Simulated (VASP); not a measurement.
Set up this calculation in VASP 6.6.1, as the native input.

| Item | Value |
| --- | --- |
| Task | single point |
| Functional | PBE |
| Potentials or basis | VASP PAW PBE potentials, release 64 (F) |
| Cutoff | 520 eV |
| k mesh | 17 × 17 × 17 |
| Occupations | fermi-dirac, width 0.1 eV |
| Spin | no spin polarisation |
| Dipole correction | no |
| Further INCAR settings | ALGO = Normal; EDIFF = 1e-06; NBANDS = 10 |

The structure of F lies in POSCAR:

```
F
1.0
    0.0000000000      1.3027928543      1.3027928543
    1.3027928543      0.0000000000      1.3027928543
    1.3027928543      1.3027928543      0.0000000000
F
1
Direct
    0.0000000000      0.0000000000      0.0000000000
```

This cell differs from its parent crystal: volume scaled by 0.43.

The input as run:

INCAR

```
SYSTEM = F
PREC = Accurate
ENCUT = 520
EDIFF = 1E-6
ISMEAR = -1
SIGMA = 0.1
LREAL = .False.
LASPH = .True.
NELM = 80
ALGO = Normal
ISIF = 2
LWAVE = .False.
LCHARG = .False.
GGA = PE
NBANDS = 10
```

KPOINTS

```
regular mesh
0
Gamma
  17 17 17
  0 0 0
```

Potentials or basis: VASP PAW PBE potentials, release 64 (F).

The run is started by

```console
$ cat potpaw_PBE.64/F/POTCAR > POTCAR
$ mpirun -np 1 vasp_std > vasp.out
```

It gave:

```json
{"Pressure": "358.1 GPa"}
```

Caveat: an odd number of electrons without spin polarisation forces a metal; a magnetic or distorted state may lie lower.

Run time: 3.6 s on 1 thread of Intel Xeon 6975P-C, with other jobs on the host, peak memory 0.11 GiB.
